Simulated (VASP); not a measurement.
Runs of VASP 6.6.1 on AlP. The structure is that of space group F-43m (No. 216), or close to it. The cells are those of the table. 

```csv
level,potentials or basis,spin,cell,k mesh,cutoff (eV),smearing,gap on the mesh (eV),pressure (GPa),moment (μB)
PBE,"VASP PAW PBE potentials, release 64 (Al, P)","collinear, zero start","a = 3.971 Å, angles 60.0°, 2 atoms",4 × 4 × 4,500,fermi-dirac 0.051704 eV,1.71,-4.0,0.00
LDA,"VASP PAW LDA potentials, release 64 (Al, P)",off,"a = 3.594 Å, angles 60.0°, 2 atoms",4 × 4 × 4,500,gaussian 0.1 eV,0.90,(a),-
LDA,"VASP PAW LDA potentials, release 64 (Al, P)",off,"a = 3.870 Å, angles 60.0°, 2 atoms",1 × 1 × 1,500,gaussian 0.1 eV,2.67,(b),-
PBE,"VASP PAW PBE potentials, release 64 (Al, P)",off,"a = 3.870 Å, angles 60.0°, 2 atoms",4 × 4 × 4,500,gaussian 0.014 eV,1.57,1.9,-
PBE,"VASP PAW PBE potentials, release 64 (Al, P)","collinear, zero start","a = 3.896 Å, angles 60.0°, 2 atoms","1 × 1 × 1, shifted",500,methfessel-paxton 0.136057 eV,4.65,-0.4,0.00
PBE,"VASP PAW PBE potentials, release 64 (Al, P)",off,"a = 3.870 Å, angles 60.0°, 2 atoms",1 × 1 × 1,500,gaussian 0.1 eV,3.12,30.5,-
PBE+D4,"VASP PAW PBE potentials, release 64 (Al, P)",off,"a = 3.870 Å, angles 60.0°, 2 atoms",4 × 4 × 4,500,tetrahedron,1.57,-0.7,-
PBE,"VASP PAW PBE potentials, release 64 (Al, P)",off,"a = 3.870 Å, angles 60.0°, 2 atoms",3 × 3 × 3,500,gaussian 0.1 eV,2.16,2.9,-
PBE+D3(BJ),"VASP PAW PBE potentials, release 64 (Al, P)",off,"a = 3.870 Å, angles 60.0°, 2 atoms",1 × 1 × 1,500,gaussian 0.1 eV,3.12,27.9,-
BLYP,"VASP PAW PBE potentials, release 64 (Al, P)",off,"a = 3.870 Å, angles 60.0°, 2 atoms",6 × 6 × 6,500,fermi-dirac 0.0680285 eV,1.85,4.2,-
r2SCAN,"VASP PAW PBE potentials, release 64 (Al, P)",off,"a = 4.202 Å, angles 60.0°, 2 atoms",4 × 4 × 4,550,gaussian 0.1 eV,1.79,-13.3,-
PBE+D3(BJ),"VASP PAW PBE potentials, release 64 (Al, P)",off,"a = 3.870 Å, angles 60.0°, 2 atoms",4 × 4 × 4,500,gaussian 0.1 eV,1.57,-0.7,-
```

Alike in all rows: task single point.

Question: Estimate the missing entries.

Answer: (a) 28.1; (b) 27.4.

Caveats: some runs use coarse meshes; the PAW data sets were made with another functional, which shifts forces and pressure a little (some runs); three body term missing (some runs).

A k mesh can miss the band edges.
